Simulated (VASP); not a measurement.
# BiTe (Fm-3m) in VASP: notebook

BiTe is run at these levels: PBE, PBE+D3(BJ); tasks: single point, relaxation of cell and atoms.

Everything below comes from runs of VASP 6.6.1. Logs are shortened: lines on timing, memory, paths and dates and some standing lists are left out, and cuts for length are marked.

### Step 1. The cell of the first run

The structure is cubic, space group Fm-3m (No. 225). Conventional cell: a = 6.470 Å, b = 6.470 Å, c = 6.470 Å, α = 90.00°, β = 90.00°, γ = 90.00°. Within 4.3 Å of Bi (site symmetry m-3m) lie 6 Te at 3.23 Å. Within 4.3 Å of Te (site symmetry m-3m) lie 6 Bi at 3.23 Å.

### Step 2. Single point, PBE

INCAR reads:

```
PREC     = Accurate       # precision mode
ENCUT    = 520            # plane-wave cutoff, eV
EDIFF    = 1E-6           # SCF threshold, eV
ISMEAR   = 0              # smearing method
SIGMA    = 0.025          # smearing width, eV
LREAL    = False          # projectors in reciprocal space
LASPH    = True           # aspherical terms in the spheres
NELM     = 80             # most SCF steps
ALGO     = Normal         # electronic algorithm
ISIF     = 2              # what is computed and relaxed
LWAVE    = False          # write WAVECAR
LCHARG   = True           # write CHGCAR
GGA      = PE             # functional
LELF     = True           # ELF
LVHAR    = True         
NBANDS   = 18             # bands
```

KPOINTS reads:

```
regular mesh
0
Gamma
  7 7 7
```

POSCAR reads:

```
BiTe
1.0
    0.0000000000      3.2350000000      3.2350000000
    3.2350000000      0.0000000000      3.2350000000
    3.2350000000      3.2350000000      0.0000000000
Bi Te
1 1
Direct
    0.0000000000      0.0000000000      0.0000000000
    0.5000000000      0.5000000000      0.5000000000
```

Potentials or basis: VASP PAW PBE potentials, release 64 (Bi_d, Te).

On the command line:

```bash
$ cat potpaw_PBE.64/Bi_d/POTCAR potpaw_PBE.64/Te/POTCAR > POTCAR
$ mpirun -np 1 vasp_std > vasp.out
```

OUTCAR:

```text
PREC = Accurate
   ENCUT = 520
   EDIFF = 1E-6
   ISMEAR = 0
   LREAL = False
   LASPH = True
   NELM = 80
   ISIF = 2
   GGA = PE

 ion  position               nearest neighbor table
   1  0.000  0.000  0.000-   2 3.23   2 3.23   2 3.23   2 3.23   2 3.23   2 3.23
   2  0.500  0.500  0.500-   1 3.23   1 3.23   1 3.23   1 3.23   1 3.23   1 3.23

  LATTYP: Found a face centered cubic cell.
 ALAT       =     6.4700000000

  Lattice vectors:

 A1 = (   0.0000000000,   3.2350000000,   3.2350000000)
 A2 = (   3.2350000000,   0.0000000000,   3.2350000000)
 A3 = (   3.2350000000,   3.2350000000,   0.0000000000)

Analysis of symmetry for initial positions (statically):
=====================================================================
 Subroutine PRICEL returns:
 Original cell was already a primitive cell.

 Routine SETGRP: Setting up the symmetry group for a
 face centered cubic supercell.

 Subroutine GETGRP returns: Found 48 space group operations
 (whereof 48 operations were pure point group operations)
 out of a pool of 48 trial point group operations.

The static configuration has the point symmetry O_h .

Analysis of symmetry for dynamics (positions and initial velocities):
=====================================================================
 Subroutine PRICEL returns:
 Original cell was already a primitive cell.

 Routine SETGRP: Setting up the symmetry group for a
 face centered cubic supercell.

 Subroutine GETGRP returns: Found 48 space group operations
 (whereof 48 operations were pure point group operations)
 out of a pool of 48 trial point group operations.

The dynamic configuration has the point symmetry O_h .

 Subroutine INISYM returns: Found 48 space group operations
 (whereof 48 operations are pure point group operations),
 and found     1 'primitive' translations

----------------------------------------------------------------------------------------

                                     Primitive cell

  volume of cell :      67.7100

  direct lattice vectors                    reciprocal lattice vectors
     0.000000000  3.235000000  3.235000000    -0.154559505  0.154559505  0.154559505
     3.235000000  0.000000000  3.235000000     0.154559505 -0.154559505  0.154559505
     3.235000000  3.235000000  0.000000000     0.154559505  0.154559505 -0.154559505

  length of vectors
     4.574980874  4.574980874  4.574980874     0.267704916  0.267704916  0.267704916

  position of ions in fractional coordinates (direct lattice)
     0.000000000  0.000000000  0.000000000
     0.500000000  0.500000000  0.500000000

  ion indices of the primitive-cell ions
   primitive index   ion index
                 1           1
                 2           2

----------------------------------------------------------------------------------------

 KPOINTS: regular mesh

Automatic generation of k-mesh.
 Grid dimensions read from file:
 generate k-points for:    7    7    7

 Generating k-lattice:

  Cartesian coordinates                     Fractional coordinates (reciprocal lattice)
    -0.022079929  0.022079929  0.022079929     0.142857143  0.000000000  0.000000000
     0.022079929 -0.022079929  0.022079929     0.000000000  0.142857143  0.000000000
     0.022079929  0.022079929 -0.022079929     0.000000000  0.000000000  0.142857143

  Length of vectors
     0.038243559  0.038243559  0.038243559

  Shift w.r.t. Gamma in fractional coordinates (k-lattice)
     0.000000000  0.000000000  0.000000000

 Subroutine IBZKPT returns following result:
 ===========================================

 Found     20 irreducible k-points:

 Following reciprocal coordinates:
            Coordinates               Weight
  0.000000  0.000000  0.000000      1.000000
  0.142857  0.000000  0.000000      8.000000
  0.285714  0.000000  0.000000      8.000000
  0.428571  0.000000  0.000000      8.000000
  0.142857  0.142857  0.000000      6.000000
  0.285714  0.142857  0.000000     24.000000
[... 12 lines left out ...]
 -0.428571  0.428571  0.142857     24.000000
 -0.285714  0.428571  0.142857     24.000000
   k-points           NKPTS =     20   k-points in BZ     NKDIM =     20   number of bands    NBANDS=     18
   number of dos      NEDOS =    301   number of ions     NIONS =      2
   total plane-waves  NPLWV =  46656
   dimension x,y,z NGX =    36 NGY =   36 NGZ =   36
   dimension x,y,z NGXF=    72 NGYF=   72 NGZF=   72
   ions per type =               1   1
   NGX,Y,Z   is equivalent  to a cutoff of  13.08, 13.08, 13.08 a.u.
   NGXF,Y,Z  is equivalent  to a cutoff of  26.16, 26.16, 26.16 a.u.
 SYSTEM =  unknown system
   PREC   = accura    normal or accurate (medium, high low for compatibility)
   ISTART =      0    job   : 0-new  1-cont  2-samecut
   ICHARG =      2    charge: 1-file 2-atom 10-const
   ISPIN  =      1    spin polarized calculation?
   LNONCOLLINEAR =      F non collinear calculations
   LSORBIT =      F    spin-orbit coupling
   LASPH  =      T    aspherical Exc in radial PAW
   ENCUT  =  520.0 eV  38.22 Ry    6.18 a.u.   8.51  8.51  8.51*2*pi/ulx,y,z
   NELM   =     80;   NELMIN=  2; NELMDL= -5     # of ELM steps
   EDIFF  = 0.1E-05   stopping-criterion for ELM
   LREAL  =      F    real-space projection
   EDIFFG = 0.1E-04   stopping-criterion for IOM
   NSW    =      0    number of steps for IOM
   IBRION =     -1    ionic relax: 0-MD 1-quasi-New 2-CG
   NFREE  =      0    steps in history (QN), initial steepest desc. (CG)
   ISIF   =      2    stress and relaxation
   ISYM   =      2    0-nonsym 1-usesym 2-fastsym
   POTIM  = 0.5000    time-step for ionic-motion
   TEBEG  =    0.0;   TEEND  =   0.0 temperature during run
   PSTRESS=    0.0 pullay stress
   NELECT =      21.0000    total number of electrons
   NUPDOWN=      -1.0000    fix difference up-down
   EMIN   =  10.00;   EMAX   =-10.00  energy-range for DOS
   EFERMI =   0.00;   METHOD = LEGACY
   ISMEAR =     0;   SIGMA  =   0.03  broadening in eV -4-tet -1-fermi 0-gaus
   EFERMI_NEDOS =   21; number of points for ismear=-14 and -15
   IALGO  =     38    algorithm
   IMIX   =      4    mixing-type and parameters
     AMIX     =   0.40;   BMIX     =  1.00
     AMIX_MAG =   1.60;   BMIX_MAG =  1.00
  volume/ion in A,a.u.               =      33.86       228.46
  Fermi-wavevector in a.u.,A,eV,Ry     =   1.108146  2.094092 16.707785  1.227988
  Thomas-Fermi vector in A             =   2.244669
   LORBIT       =      0    0 simple, 1 ext, 2 COOP (PROOUT), +10 PAW based schemes
   GGA     = PE    functional components
   LHFCALC =     F    Hartree Fock is set to
   AEXX    =    0.0000 exact exchange contribution
   IVDW    =     0    specifies the selected vdW correction
   LEPSILON=     F    determine dielectric tensor
   LRPA    =     F    only Hartree local field effects (RPA)
 non-spin polarized calculation
 Gauss-broadening in eV      SIGMA  =   0.03
  energy-cutoff  :      520.00
  volume of cell :       67.71
 maximum number of plane-waves:      1841
 NGX is ok and might be reduce to    36
   NGX = 17   NGY = 17   NGZ = 17

 number of electron      21.0000001 magnetization

 Free energy of the ion-electron system (eV)
  ---------------------------------------------------
  ext. energy  EPLUGINS =         0.00000000
  ---------------------------------------------------
  free energy    TOTEN  =        -7.14434380 eV

  energy without entropy =       -7.14233713  energy(sigma->0) =       -7.14334046

 E-fermi :   6.6892     XC(G=0):  -9.4305

 val. band max:        6.6808793732   @ k =  -0.4286   0.1429   0.0000
 cond. band min:       6.6909258721   @ k =  -0.4286   0.1429   0.0000
 fundamental gap:      0.0100464989
 Fermi energy:         6.6891882849

 k-point     1 :       0.0000    0.0000    0.0000
  band No.  band energies     occupation
      1     -16.5017      2.00000
      2     -16.5017      2.00000
      3     -16.4994      2.00000
      4     -16.4994      2.00000
      5     -16.4994      2.00000
      6      -6.8659      2.00000
[... 10 lines left out ...]
     17      12.7711      0.00000
     18      13.2121      0.00000

 k-point     2 :       0.1429    0.0000    0.0000
  band No.  band energies     occupation
      1     -16.5024      2.00000
      2     -16.5024      2.00000
      3     -16.4990      2.00000
      4     -16.4982      2.00000
      5     -16.4982      2.00000
      6      -6.6838      2.00000
[... 10 lines left out ...]
     17      13.9034      0.00000
     18      14.2861      0.00000

 k-point     3 :       0.2857    0.0000    0.0000
  band No.  band energies     occupation
      1     -16.5045      2.00000
      2     -16.5045      2.00000
      3     -16.4982      2.00000
      4     -16.4951      2.00000
      5     -16.4951      2.00000
      6      -6.1481      2.00000
[... 10 lines left out ...]
     17      15.8724      0.00000
     18      16.3982      0.00000

 k-point     4 :       0.4286    0.0000    0.0000
  band No.  band energies     occupation
      1     -16.5062      2.00000
      2     -16.5062      2.00000
      3     -16.4976      2.00000
      4     -16.4926      2.00000
      5     -16.4926      2.00000
      6      -5.3022      2.00000
[... 291 lines left out ...]
      4     -16.4939      2.00000
      5     -16.4912      2.00000
      6      -5.0042      2.00000
[... 10 lines left out ...]
     17      15.7334      0.00000
     18      17.1027      0.00000

 k-point    19 :      -0.4286    0.4286    0.1429
  band No.  band energies     occupation
      1     -16.5126      2.00000
      2     -16.5001      2.00000
      3     -16.4997      2.00000
      4     -16.4918      2.00000
      5     -16.4895      2.00000
      6      -5.0092      2.00000
[... 10 lines left out ...]
     17      16.5742      0.00000
     18      17.0234      0.00000

 k-point    20 :      -0.2857    0.4286    0.1429
  band No.  band energies     occupation
      1     -16.5109      2.00000
      2     -16.5015      2.00000
      3     -16.4971      2.00000
      4     -16.4944      2.00000
      5     -16.4895      2.00000
      6      -4.6027      2.00000
[... 10 lines left out ...]
     17      16.0383      0.00000
     18      16.8884      0.00000

------------------------ aborting loop because EDIFF is reached ----------------------------------------

  FORCE on cell =-STRESS in cart. coord.  units (eV):
  Direction    XX          YY          ZZ          XY          YZ          ZX
  --------------------------------------------------------------------------------------
  -------------------------------------------------------------------------------------
  Total        0.3931058      0.3931058      0.3931058      0.0000000     -0.0000000      0.0000000
  in kB        9.3018038      9.3018038      9.3018038      0.0000000     -0.0000000      0.0000000
  external PRESSURE =       9.3018038 kB  Pullay stress =       0.0000000 kB

 VOLUME and BASIS-vectors are now :
 -----------------------------------------------------------------------------
  energy-cutoff  :      520.00
  volume of cell :       67.71
      direct lattice vectors                 reciprocal lattice vectors
     0.000000000  3.235000000  3.235000000    -0.154559505  0.154559505  0.154559505
     3.235000000  0.000000000  3.235000000     0.154559505 -0.154559505  0.154559505
     3.235000000  3.235000000  0.000000000     0.154559505  0.154559505 -0.154559505

 POSITION                                       TOTAL-FORCE (eV/Angst)
 -----------------------------------------------------------------------------------
      0.00000      0.00000      0.00000        -0.000000     -0.000000     -0.000000
      3.23500      3.23500      3.23500         0.000000      0.000000      0.000000
 -----------------------------------------------------------------------------------
    total drift:                               -0.000000      0.000000      0.000000

  FREE ENERGIE OF THE ION-ELECTRON SYSTEM (eV)
  ---------------------------------------------------
  free  energy   TOTEN  =        -7.1443437968 eV

  energy  without entropy=       -7.1423371281  energy(sigma->0) =       -7.14334046
```

It took 26 s on 1 thread of Intel Xeon Platinum 8175M at 2.50GHz (Skylake/Cascade Lake), shared host; peak memory 0.21 GiB.

Results:

```
Free energy : -7.1443 eV
Pressure    : 0.9 GPa
```

Caveat: spin-orbit coupling is left out, which moves the levels of the heavy elements.

### Step 3. Single point, PBE

INCAR reads:

```
SYSTEM = BiTe
ALGO     = Normal         ! electronic algorithm
EDIFF    = 1E-6           ! SCF threshold, eV
ENCUT    = 520            ! plane-wave cutoff, eV
GGA      = PE             ! functional
ISIF     = 2              ! what is computed and relaxed
ISMEAR   = 0              ! smearing method
LASPH    = .TRUE.         ! aspherical terms in the spheres
LCHARG   = .FALSE.        ! write CHGCAR
LREAL    = .FALSE.        ! projectors in reciprocal space
LWAVE    = .FALSE.        ! write WAVECAR
NBANDS   = 18             ! bands
NELM     = 60             ! most SCF steps
PREC     = Accurate       ! precision mode
SIGMA    = 0.026000000000000002 ! smearing width, eV
```

KPOINTS reads:

```
k-points
0
G
  7 7 7
  0 0 0
```

POSCAR is that of step 2.

Potentials or basis: VASP PAW PBE potentials, release 64 (Bi_d, Te).

On the command line:

```bash
$ cat potpaw_PBE.64/Bi_d/POTCAR potpaw_PBE.64/Te/POTCAR > POTCAR
$ mpirun -np 1 vasp_std > vasp.out
```

Wall time 24 s (1 thread of Intel Xeon Platinum 8175M at 2.50GHz (Skylake/Cascade Lake), shared host); peak memory 0.21 GiB.

Results (log left out):

```
Free energy : -7.1444 eV
Pressure    : 0.9 GPa
```

Levels at points of the mesh, in eV from the Fermi level:
```tsv
k point	band 6	band 7	band 8	band 9	band 10	band 11	band 12	band 13	band 14	band 15
(0.00, 0.00, 0.00)	-13.56	-8.16	-2.58	-2.58	-2.58	2.12	2.12	2.12	4.63	4.63
```

Caveat: spin-orbit coupling is left out, which moves the levels of the heavy elements.

### Step 4. Single point, PBE

INCAR reads:

```
SYSTEM = BiTe
PREC = Accurate
ENCUT = 520
EDIFF = 1E-6
ISMEAR = 0
SIGMA = 0.027000000000000003
LREAL = .False.
LASPH = .True.
NELM = 100
ALGO = Normal
ISIF = 2
LWAVE = .False.
LCHARG = .False.
GGA = PE
NBANDS = 18
```

KPOINTS reads:

```
regular mesh
0
Gamma
  7 7 7
  0 0 0
```

POSCAR is that of step 3.

On the command line:

```bash
$ cat potpaw_PBE.64/Bi_d/POTCAR potpaw_PBE.64/Te/POTCAR > POTCAR
$ mpirun -np 1 vasp_std > vasp.out
```

Run time: 24 s. Hardware: 1 thread of Intel Xeon Platinum 8175M at 2.50GHz (Skylake/Cascade Lake), shared host; peak memory 0.21 GiB.

The run converged. Its results:

```
Free energy : -7.1445 eV
Pressure    : 0.9 GPa
```

Levels at points of the mesh, in eV from the Fermi level:
```
           k point  band 7  band 8  band 9  band 10  band 11  band 12  band 13  band 14
(0.00, 0.00, 0.00)   -8.16   -2.58   -2.58    -2.58     2.12     2.12     2.12     4.63
```

Caveat: spin-orbit coupling is left out, which moves the levels of the heavy elements.

### Step 5. Relaxation of cell and atoms, PBE+D3(BJ)

INCAR reads:

```
SYSTEM = BiTe
PREC     = Accurate       ! precision mode
ENCUT    = 600            ! plane-wave cutoff, eV
EDIFF    = 1E-7           ! SCF threshold, eV
ISMEAR   = -1             ! smearing method
SIGMA    = 0.05           ! smearing width, eV
LREAL    = .False.        ! projectors in reciprocal space
LASPH    = .True.         ! aspherical terms in the spheres
NELM     = 100            ! most SCF steps
ALGO     = Normal         ! electronic algorithm
ISIF     = 3              ! what is computed and relaxed
LWAVE    = .False.        ! write WAVECAR
LCHARG   = .False.        ! write CHGCAR
GGA      = PE             ! functional
IVDW     = 12             ! dispersion correction
IBRION   = 2              ! ionic algorithm
NSW      = 60             ! ionic steps
EDIFFG   = -0.01          ! ionic threshold
```

KPOINTS reads:

```
Automatic mesh
0
Gamma
  7 7 7
  0 0 0
```

POSCAR is that of step 4.

On the command line:

```bash
$ cat potpaw_PBE.64/Bi_d/POTCAR potpaw_PBE.64/Te/POTCAR > POTCAR
$ mpirun -np 1 vasp_std > vasp.out
```

It took 74 s on 1 thread of Intel Xeon Platinum 8175M at 2.50GHz (Skylake/Cascade Lake), shared host; peak memory 0.26 GiB.

The run converged. Its results:

```yaml
Free_energy: -8.0685 eV
Relaxed_volume: 32.96 Å³/atom
Relaxed_cell: a = 4.534 Å, b = 4.534 Å, c = 4.534 Å, α = 60.00°, β = 60.00°, γ = 60.00°
Space_group_after_relaxing_to_0.05_Å: Fm-3m (No. 225)
Energy_gained_by_relaxing: 3.8 meV/atom
Ionic_steps: 3
Pressure_after_relaxing: 0.0 GPa
Dispersion_energy_per_atom: -0.464 eV
```

The path:
```
step  energy change (eV)  largest force (eV/Å)  pressure (GPa)  volume (Å³)
   1              0.0000                0.0000           -1.33        67.71
   2             -0.0055                0.0000            0.76        65.00
   3             -0.0077                0.0000            0.00        65.91
```

Final structure:
```cif
data_structure
_symmetry_space_group_name_H-M 'P 1'
_symmetry_Int_Tables_number 1
_cell_length_a 4.5341
_cell_length_b 4.5341
_cell_length_c 4.5341
_cell_angle_alpha 60.000
_cell_angle_beta 60.000
_cell_angle_gamma 60.000
_cell_volume 65.91
loop_
_atom_site_label
_atom_site_type_symbol
_atom_site_fract_x
_atom_site_fract_y
_atom_site_fract_z
_atom_site_occupancy
Bi1 Bi 0.00000 0.00000 0.00000 1
Te1 Te 0.50000 0.50000 0.50000 1
```

Levels at points of the mesh, in eV from the Fermi level:
| k point | band 8 | band 9 | band 10 | band 11 | band 12 | band 13 |
| --- | --- | --- | --- | --- | --- | --- |
| (0.00, 0.00, 0.00) | -2.66 | -2.66 | -2.66 | 2.17 | 2.17 | 2.17 |

Caveat: spin-orbit coupling is left out, which moves the levels of the heavy elements; pairwise dispersion overbinds metals, which lowers pressure and volume.

### Step 6. Summary

| task | level | cell | cutoff (eV) | smearing | gap on the mesh (eV) | pressure (GPa) |
| --- | --- | --- | --- | --- | --- | --- |
| single point | PBE | as given | 520 | gaussian 0.025 eV | none | 0.9 |
| single point | PBE | as given | 520 | gaussian 0.026 eV | none | 0.9 |
| single point | PBE | as given | 520 | gaussian 0.027 eV | none | 0.9 |
| relaxation of cell and atoms | PBE+D3(BJ) | relaxed | 600 | fermi-dirac 0.05 eV | none | 0.0 |

Alike in all rows: potentials or basis VASP PAW PBE potentials, release 64 (Bi_d, Te); no spin polarisation; k mesh 7 × 7 × 7.

Every run on the cell as given and a fine mesh finds a metal.

Caveats: spin-orbit coupling is left out, which moves the levels of the heavy elements; pairwise dispersion overbinds metals, which lowers pressure and volume (some runs).

Absolute energies hang on the potentials; compare differences alone.
